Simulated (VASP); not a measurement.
Write the native input for VASP 6.6.1 that does the following.

| Quantity | Value |
| --- | --- |
| Task | single point |
| Functional | PBEsol |
| Potentials or basis | VASP PAW PBE potentials, release 64 (Sn_d) |
| Cutoff | 520 eV |
| k mesh | 12 × 12 × 12 |
| Occupations | fermi-dirac, width 0.1 eV |
| Spin | no spin polarisation |
| Dipole correction | no |
| Further INCAR settings | ALGO = Normal; EDIFF = 1e-06; NBANDS = 13 |

The structure of Sn lies in POSCAR:

```
Sn
1.0
   -1.7492592239      1.7989121400      2.3691131866
    1.7492592239     -1.7989121400      2.3691131866
    1.7492592239      1.7989121400     -2.3691131866
Sn
1
Direct
    0.0000000000      0.0000000000      0.0000000000
```

These files were run (other wordings do the same):

INCAR

```
ALGO     = Normal         # electronic algorithm
EDIFF    = 1E-6           # SCF threshold, eV
ENCUT    = 520            # plane-wave cutoff, eV
GGA      = PS             # functional
ISIF     = 2              # what is computed and relaxed
ISMEAR   = -1             # smearing method
LASPH    = True           # aspherical terms in the spheres
LCHARG   = False          # write CHGCAR
LREAL    = False          # projectors in reciprocal space
LWAVE    = False          # write WAVECAR
NBANDS   = 13             # bands
NELM     = 80             # most SCF steps
PREC     = Accurate       # precision mode
SIGMA    = 0.1            # smearing width, eV
```

KPOINTS

```
k-points
0
Gamma
  12 12 12
```

Potentials or basis: VASP PAW PBE potentials, release 64 (Sn_d).

Launch:

```sh
$ cat potpaw_PBE.64/Sn_d/POTCAR > POTCAR
$ mpirun -np 1 vasp_std > vasp.out
```

Results of the run:

* Pressure: -4.9 GPa
* Band gap on the k mesh: zero (bands 7 and 8 overlap by 8.54 eV)

Caveat: the cell stands under tension; the PAW data sets were made with another functional, which shifts forces and pressure a little; spin-orbit coupling is left out, which moves the levels of the heavy elements.

Run time: 2.1 min on 1 thread of Intel Xeon 8259CL, on a shared host, peak memory 0.23 GiB.
